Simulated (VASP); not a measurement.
# Ga2BAs3 (P3m1) in VASP: further runs

Runs on Ga2BAs3. Level: PBE. Tasks: single point, relaxation of cell and atoms.

All numbers are computed with VASP 6.6.1; they aren't measurements. Logs are shortened: lines on timing, memory, paths and dates and some standing lists are left out, and cuts for length are marked.

## Step 1: The cell of the first run

It takes space group P3m1 (No. 156, trigonal). The conventional cell has a = 3.800 Å, b = 3.800 Å, c = 9.309 Å, α = 90.00°, β = 90.00°, γ = 120.00°. Ga (site symmetry 3m) has 4 As at 2.33 Å within 3.1 Å. Ga (site symmetry 3m) has 4 As at 2.33 Å within 3.1 Å. Within 3.1 Å of B (site symmetry 3m) lie 4 As at 2.33 Å. As (site symmetry 3m) has 3 B at 2.33 Å and 1 Ga at 2.33 Å within 3.1 Å. As (site symmetry 3m) has 3 Ga at 2.33 Å and 1 B at 2.33 Å within 3.1 Å. Within 3.1 Å of As (site symmetry 3m) lie 4 Ga at 2.33 Å.

## Step 2: Single point, PBE

The input, INCAR:

```
PREC = Accurate
ENCUT = 520
EDIFF = 1E-6
ISMEAR = 0
SIGMA = 0.1
LREAL = F
LASPH = T
NELM = 80
ALGO = Normal
ISIF = 2
LWAVE = F
LCHARG = F
GGA = PE
NBANDS = 31
```

The input, KPOINTS:

```
Automatic mesh
0
Gamma
  6 6 2
```

The input, POSCAR:

```
Ga2BAs3
1.0
    3.8002830400      0.0000000000      0.0000000000
   -1.9001415200      3.2911416500      0.0000000000
    0.0000000000      0.0000000000      9.3087543200
Ga B As
2 1 3
Direct
    0.0000000000      0.0000000000      0.0000000000
    0.6666666700      0.3333333300      0.3333333300
    0.3333333300      0.6666666700      0.6666666700
    0.0000000000      0.0000000000      0.7500000000
    0.3333333300      0.6666666700      0.4166666700
    0.6666666700      0.3333333300      0.0833333300
```

Potentials or basis: VASP PAW PBE potentials, release 64 (Ga_d, B, As).

Command:

```bash
$ cat potpaw_PBE.64/Ga_d/POTCAR potpaw_PBE.64/B/POTCAR potpaw_PBE.64/As/POTCAR > POTCAR
$ mpirun -np 1 vasp_std > vasp.out
```

OUTCAR:

```text
PREC = Accurate
   ENCUT = 520
   EDIFF = 1E-6
   ISMEAR = 0
   LREAL = F
   LASPH = T
   NELM = 80
   ISIF = 2
   GGA = PE

 ion  position               nearest neighbor table
   1  0.000  0.000  0.000-   6 2.33   6 2.33   4 2.33   6 2.33
   2  0.667  0.333  0.333-   5 2.33   6 2.33   5 2.33   5 2.33
   3  0.333  0.667  0.667-   4 2.33   4 2.33   5 2.33   4 2.33
   4  0.000  0.000  0.750-   3 2.33   3 2.33   1 2.33   3 2.33
   5  0.333  0.667  0.417-   2 2.33   3 2.33   2 2.33   2 2.33
   6  0.667  0.333  0.083-   1 2.33   1 2.33   2 2.33   1 2.33

  LATTYP: Found a hexagonal cell.
 ALAT       =     3.8002830400
 C/A-ratio  =     2.4494897412

  Lattice vectors:

 A1 = (   3.8002830400,   0.0000000000,   0.0000000000)
 A2 = (  -1.9001415200,   3.2911416500,   0.0000000000)
 A3 = (   0.0000000000,   0.0000000000,   9.3087543200)

Analysis of symmetry for initial positions (statically):
=====================================================================
 Subroutine PRICEL returns:
 Original cell was already a primitive cell.

 Routine SETGRP: Setting up the symmetry group for a
 hexagonal supercell.

 Subroutine GETGRP returns: Found  6 space group operations
 (whereof  6 operations were pure point group operations)
 out of a pool of 24 trial point group operations.

The static configuration has the point symmetry C_3v.

Analysis of symmetry for dynamics (positions and initial velocities):
=====================================================================
 Subroutine PRICEL returns:
 Original cell was already a primitive cell.

 Routine SETGRP: Setting up the symmetry group for a
 hexagonal supercell.

 Subroutine GETGRP returns: Found  6 space group operations
 (whereof  6 operations were pure point group operations)
 out of a pool of 24 trial point group operations.

The dynamic configuration has the point symmetry C_3v.

 Subroutine INISYM returns: Found  6 space group operations
 (whereof  6 operations are pure point group operations),
 and found     1 'primitive' translations

----------------------------------------------------------------------------------------

                                     Primitive cell

  volume of cell :     116.4271

  direct lattice vectors                    reciprocal lattice vectors
     3.800283040  0.000000000  0.000000000     0.263138295  0.151922966  0.000000000
    -1.900141520  3.291141650  0.000000000     0.000000000  0.303845931  0.000000000
     0.000000000  0.000000000  9.308754320     0.000000000  0.000000000  0.107425759

  length of vectors
     3.800283040  3.800283036  9.308754320     0.303845931  0.303845931  0.107425759

  position of ions in fractional coordinates (direct lattice)
     0.000000000  0.000000000  0.000000000
     0.666666670  0.333333330  0.333333330
     0.333333330  0.666666670  0.666666670
     0.000000000  0.000000000  0.750000000
     0.333333330  0.666666670  0.416666670
     0.666666670  0.333333330  0.083333330

  ion indices of the primitive-cell ions
   primitive index   ion index
                 1           1
                 2           2
                 3           3
                 4           4
                 5           5
                 6           6

----------------------------------------------------------------------------------------

 KPOINTS: Automatic mesh

Automatic generation of k-mesh.
 Grid dimensions read from file:
 generate k-points for:    6    6    2

 Generating k-lattice:

  Cartesian coordinates                     Fractional coordinates (reciprocal lattice)
     0.043856383  0.025320494  0.000000000     0.166666667  0.000000000  0.000000000
     0.000000000  0.050640989  0.000000000     0.000000000  0.166666667  0.000000000
     0.000000000  0.000000000  0.053712880     0.000000000  0.000000000  0.500000000

  Length of vectors
     0.050640989  0.050640989  0.053712880

  Shift w.r.t. Gamma in fractional coordinates (k-lattice)
     0.000000000  0.000000000  0.000000000

 Subroutine IBZKPT returns following result:
 ===========================================

 Found     14 irreducible k-points:

 Following reciprocal coordinates:
            Coordinates               Weight
  0.000000  0.000000  0.000000      1.000000
  0.166667  0.000000  0.000000      6.000000
  0.333333  0.000000  0.000000      6.000000
  0.500000  0.000000  0.000000      3.000000
  0.166667  0.166667  0.000000      6.000000
  0.333333  0.166667  0.000000     12.000000
  0.333333  0.333333  0.000000      2.000000
  0.000000  0.000000  0.500000      1.000000
  0.166667  0.000000  0.500000      6.000000
  0.333333  0.000000  0.500000      6.000000
  0.500000  0.000000  0.500000      3.000000
  0.166667  0.166667  0.500000      6.000000
  0.333333  0.166667  0.500000     12.000000
  0.333333  0.333333  0.500000      2.000000
   k-points           NKPTS =     14   k-points in BZ     NKDIM =     14   number of bands    NBANDS=     31
   number of dos      NEDOS =    301   number of ions     NIONS =      6
   total plane-waves  NPLWV =  54880
   dimension x,y,z NGX =    28 NGY =   28 NGZ =   70
   dimension x,y,z NGXF=    56 NGYF=   56 NGZF=  140
   ions per type =               2   1   3
   NGX,Y,Z   is equivalent  to a cutoff of  12.25, 12.25, 12.50 a.u.
   NGXF,Y,Z  is equivalent  to a cutoff of  24.50, 24.50, 25.00 a.u.
 SYSTEM =  unknown system
   PREC   = accura    normal or accurate (medium, high low for compatibility)
   ISTART =      0    job   : 0-new  1-cont  2-samecut
   ICHARG =      2    charge: 1-file 2-atom 10-const
   ISPIN  =      1    spin polarized calculation?
   LNONCOLLINEAR =      F non collinear calculations
   LSORBIT =      F    spin-orbit coupling
   LASPH  =      T    aspherical Exc in radial PAW
   ENCUT  =  520.0 eV  38.22 Ry    6.18 a.u.   7.07  7.07 17.31*2*pi/ulx,y,z
   NELM   =     80;   NELMIN=  2; NELMDL= -5     # of ELM steps
   EDIFF  = 0.1E-05   stopping-criterion for ELM
   LREAL  =      F    real-space projection
   EDIFFG = 0.1E-04   stopping-criterion for IOM
   NSW    =      0    number of steps for IOM
   IBRION =     -1    ionic relax: 0-MD 1-quasi-New 2-CG
   NFREE  =      0    steps in history (QN), initial steepest desc. (CG)
   ISIF   =      2    stress and relaxation
   ISYM   =      2    0-nonsym 1-usesym 2-fastsym
   POTIM  = 0.5000    time-step for ionic-motion
   TEBEG  =    0.0;   TEEND  =   0.0 temperature during run
   PSTRESS=    0.0 pullay stress
   NELECT =      44.0000    total number of electrons
   NUPDOWN=      -1.0000    fix difference up-down
   EMIN   =  10.00;   EMAX   =-10.00  energy-range for DOS
   EFERMI =   0.00;   METHOD = LEGACY
   ISMEAR =     0;   SIGMA  =   0.10  broadening in eV -4-tet -1-fermi 0-gaus
   EFERMI_NEDOS =   21; number of points for ismear=-14 and -15
   IALGO  =     38    algorithm
   IMIX   =      4    mixing-type and parameters
     AMIX     =   0.40;   BMIX     =  1.00
     AMIX_MAG =   1.60;   BMIX_MAG =  1.00
  volume/ion in A,a.u.               =      19.40       130.95
  Fermi-wavevector in a.u.,A,eV,Ry     =   1.183607  2.236694 19.060764  1.400927
  Thomas-Fermi vector in A             =   2.319838
   LORBIT       =      0    0 simple, 1 ext, 2 COOP (PROOUT), +10 PAW based schemes
   GGA     = PE    functional components
   LHFCALC =     F    Hartree Fock is set to
   AEXX    =    0.0000 exact exchange contribution
   IVDW    =     0    specifies the selected vdW correction
   LEPSILON=     F    determine dielectric tensor
   LRPA    =     F    only Hartree local field effects (RPA)
 non-spin polarized calculation
 Gauss-broadening in eV      SIGMA  =   0.10
  energy-cutoff  :      520.00
  volume of cell :      116.43
 maximum number of plane-waves:      3162
   NGX = 15   NGY = 15   NGZ = 35

 number of electron      44.0000002 magnetization

 Free energy of the ion-electron system (eV)
  ---------------------------------------------------
  ext. energy  EPLUGINS =         0.00000000
  ---------------------------------------------------
  free energy    TOTEN  =       -26.03574701 eV

  energy without entropy =      -26.03574700  energy(sigma->0) =      -26.03574700

 E-fermi :   5.0370     XC(G=0):  -9.8987

 val. band max:        4.6542640262   @ k =   0.0000   0.0000   0.0000
 cond. band min:       5.4101805045   @ k =   0.0000   0.0000   0.0000
 fundamental gap:      0.7559164783
 Fermi energy:         5.0369640175

 k-point     1 :       0.0000    0.0000    0.0000
  band No.  band energies     occupation
      1     -10.6397      2.00000
      2     -10.5347      2.00000
      3     -10.5347      2.00000
      4     -10.5081      2.00000
      5     -10.4297      2.00000
      6     -10.4297      2.00000
[... 23 lines left out ...]
     30       9.1812      0.00000
     31       9.5004      0.00000

 k-point     2 :       0.1667    0.0000    0.0000
  band No.  band energies     occupation
      1     -10.6505      2.00000
      2     -10.5489      2.00000
      3     -10.5231      2.00000
      4     -10.5034      2.00000
      5     -10.4395      2.00000
      6     -10.4281      2.00000
[... 23 lines left out ...]
     30       9.7647      0.00000
     31       9.8669      0.00000

 k-point     3 :       0.3333    0.0000    0.0000
  band No.  band energies     occupation
      1     -10.6843      2.00000
      2     -10.5456      2.00000
      3     -10.5287      2.00000
      4     -10.5030      2.00000
      5     -10.4513      2.00000
      6     -10.4225      2.00000
[... 23 lines left out ...]
     30      10.5679      0.00000
     31      10.8064      0.00000

 k-point     4 :       0.5000    0.0000    0.0000
  band No.  band energies     occupation
      1     -10.7024      2.00000
      2     -10.5460      2.00000
      3     -10.5392      2.00000
      4     -10.4952      2.00000
      5     -10.4558      2.00000
      6     -10.4174      2.00000
[... 295 lines left out ...]
     30      10.2610      0.00000
     31      10.3584      0.00000

 k-point    13 :       0.3333    0.1667    0.5000
  band No.  band energies     occupation
      1     -10.6961      2.00000
      2     -10.5444      2.00000
      3     -10.5349      2.00000
      4     -10.4987      2.00000
      5     -10.4510      2.00000
      6     -10.4248      2.00000
[... 23 lines left out ...]
     30      10.5517      0.00000
     31      11.1717      0.00000

 k-point    14 :       0.3333    0.3333    0.5000
  band No.  band energies     occupation
      1     -10.6984      2.00000
      2     -10.5401      2.00000
      3     -10.5380      2.00000
      4     -10.4987      2.00000
      5     -10.4425      2.00000
      6     -10.4347      2.00000
[... 23 lines left out ...]
     30      10.8407      0.00000
     31      11.4509      0.00000

------------------------ aborting loop because EDIFF is reached ----------------------------------------

  FORCE on cell =-STRESS in cart. coord.  units (eV):
  Direction    XX          YY          ZZ          XY          YZ          ZX
  --------------------------------------------------------------------------------------
  -------------------------------------------------------------------------------------
  Total        4.5246118      4.5246118      4.1864415     -0.0000000     -0.0000000      0.0000000
  in kB       62.2641145     62.2641144     57.6104842     -0.0000000     -0.0000000      0.0000000
  external PRESSURE =      60.7129044 kB  Pullay stress =       0.0000000 kB

 VOLUME and BASIS-vectors are now :
 -----------------------------------------------------------------------------
  energy-cutoff  :      520.00
  volume of cell :      116.43
      direct lattice vectors                 reciprocal lattice vectors
     3.800283040  0.000000000  0.000000000     0.263138295  0.151922966  0.000000000
    -1.900141520  3.291141650  0.000000000     0.000000000  0.303845931  0.000000000
     0.000000000  0.000000000  9.308754320     0.000000000  0.000000000  0.107425759

 POSITION                                       TOTAL-FORCE (eV/Angst)
 -----------------------------------------------------------------------------------
      0.00000      0.00000      0.00000        -0.000000     -0.000000     -0.030175
      1.90014      1.09705      3.10292        -0.000000      0.000000      0.346740
     -0.00000      2.19409      6.20584         0.000000     -0.000000     -0.188983
      0.00000      0.00000      6.98157         0.000000     -0.000000     -2.818699
     -0.00000      2.19409      3.87865         0.000000     -0.000000      2.747267
      1.90014      1.09705      0.77573        -0.000000     -0.000000     -0.056151
 -----------------------------------------------------------------------------------
    total drift:                               -0.000009      0.000006     -0.000185

  FREE ENERGIE OF THE ION-ELECTRON SYSTEM (eV)
  ---------------------------------------------------
  free  energy   TOTEN  =       -26.0357470056 eV

  energy  without entropy=      -26.0357470042  energy(sigma->0) =      -26.03574700
```

Run time: 62 s. Hardware: 1 thread of Intel Xeon Platinum 8375C at 2.90GHz (Ice Lake), shared host; peak memory 0.23 GiB.

What came out:

* Free energy: -26.0357 eV
* Pressure: 6.1 GPa
* Largest force: 2.819 eV/Å
* Band gap on the k mesh: 0.76 eV

Forces in eV/Å, atoms in the order of the input:
```
Ga   0.000  0.000 -0.030
Ga   0.000  0.000  0.347
B    0.000  0.000 -0.189
As   0.000  0.000 -2.819
As   0.000  0.000  2.747
As   0.000  0.000 -0.056
```

Stress tensor (GPa, compression positive):
```
6.23 0.00 0.00
0.00 6.23 0.00
0.00 0.00 5.76
```

Caveat: the cell stands under pressure; forces of over 1 eV/Å act on the atoms, so gaps and moduli don't describe the material at rest. A k mesh can miss the band edges.

## Step 3: Single point, PBE

This run uses another cell than the first one, of 20.41 Å³/atom.

The input, INCAR:

```
PREC = Accurate ; ENCUT = 520
EDIFF = 1E-6 ; ISMEAR = 0
SIGMA = 0.1 ; LREAL = F
LASPH = T ; NELM = 100
ALGO = Normal ; ISIF = 2
LWAVE = F ; LCHARG = F
GGA = PE ; NBANDS = 31
```

The input, KPOINTS:

```
regular mesh
0
Gamma
  6 6 2
```

The input, POSCAR:

```
Ga2BAs3
1.0
    3.8577884988      0.0000000000      0.0000000000
   -1.9288942494      3.3409428424      0.0000000000
    0.0000000000      0.0000000000      9.5017618585
Ga B As
2 1 3
Direct
    0.0000000000      0.0000000000     -0.0113830395
    0.6666666667      0.3333333333      0.3445300682
    0.3333333333      0.6666666667      0.6608077746
    0.0000000000      0.0000000000      0.7277752284
    0.3333333333      0.6666666667      0.4419034590
    0.6666666667      0.3333333333      0.0863665093
```

Potentials or basis: VASP PAW PBE potentials, release 64 (Ga_d, B, As).

Command:

```bash
$ cat potpaw_PBE.64/Ga_d/POTCAR potpaw_PBE.64/B/POTCAR potpaw_PBE.64/As/POTCAR > POTCAR
$ mpirun -np 1 vasp_std > vasp.out
```

Wall time 70 s (1 thread of Intel Xeon Platinum 8375C at 2.90GHz (Ice Lake), shared host); peak memory 0.25 GiB.

The run converged. Its results:

```yaml
Free_energy: -26.8056 eV
Pressure: 0.0 GPa
Largest_force: 0.029 eV/Å
Band_gap_on_the_k_mesh: zero (filled and empty bands touch)
```

Forces on the atoms (eV/Å):
```
Ga   0.000  0.000 -0.029
Ga   0.000  0.000  0.010
B    0.000  0.000  0.020
As   0.000  0.000  0.004
As   0.000  0.000  0.016
As   0.000  0.000 -0.023
```

Stress tensor (GPa, compression positive):
```
-0.04  0.00  0.00
 0.00 -0.04  0.00
 0.00  0.00  0.20
```

Levels at points of the mesh, in eV from the Fermi level:
```csv
k point,band 20,band 21,band 22,band 23,band 24,band 25
"(0.00, 0.00, 0.00)",-0.59,-0.02,-0.02,-0.02,1.13,1.85
"(0.50, 0.00, 0.00)",-2.99,-2.03,-1.71,0.89,1.17,2.05
"(0.00, 0.00, 0.50)",-0.57,-0.32,-0.32,0.07,1.81,2.29
"(0.50, 0.00, 0.50)",-2.40,-1.67,-1.33,0.62,1.21,2.01
```

Caveat: semilocal functionals underestimate gaps, so a narrow gap can read as zero.

(Continued in part 2 of 2.)
